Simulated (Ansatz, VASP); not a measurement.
# Two plane-wave programs on Ta2W

```
Ta W
1.0
     4.74074    0.00000    0.00000
    -2.37037    4.10560    0.00000
     0.00000    0.00000    2.68682
Ta W
2 1
Direct
  0.33333 0.66667 0.50000
  0.66667 0.33333 0.50000
  0.00000 0.00000 0.00000
```

Alike in both runs: task relaxation of cell and atoms; functional r2SCAN; k mesh 6 × 6 × 6; occupations gaussian, width 0.1 eV; no spin polarisation.

|  | VASP | Ansatz |
| --- | --- | --- |
| version | VASP 6.6.1 | Ansatz 0.2.0 |
| potentials or method | VASP PAW PBE potentials, release 64 (Ta_pv, W_sv), cutoff 600 eV | scalar-relativistic, plane waves, PAW |
| valence electrons in the cell | 36 | 40 |

Ansatz gave:

- gap on the k mesh at the Fermi level, each at its own relaxed structure (eV): none
- relaxed volume (Å³/atom): 17.51
- relaxed length of the cell vector where the two differ most in proportion (Å): 4.802

Task: Estimate VASP's values.

Result: gap on the k mesh at the Fermi level, each at its own relaxed structure (eV): none; relaxed volume (Å³/atom): 17.59; relaxed length of the cell vector where the two differ most in proportion (Å): 4.809.

VASP's potentials were made for PBE, not for r2SCAN. A gap of «none» marks a metal or a gap that the smearing closes. VASP's potentials hold 36 valence electrons a cell and Ansatz's 40, so a difference there can come from the potentials and not from the codes.

The k mesh is coarse, so the values compare programs but aren't converged. Spin-orbit coupling is off throughout.
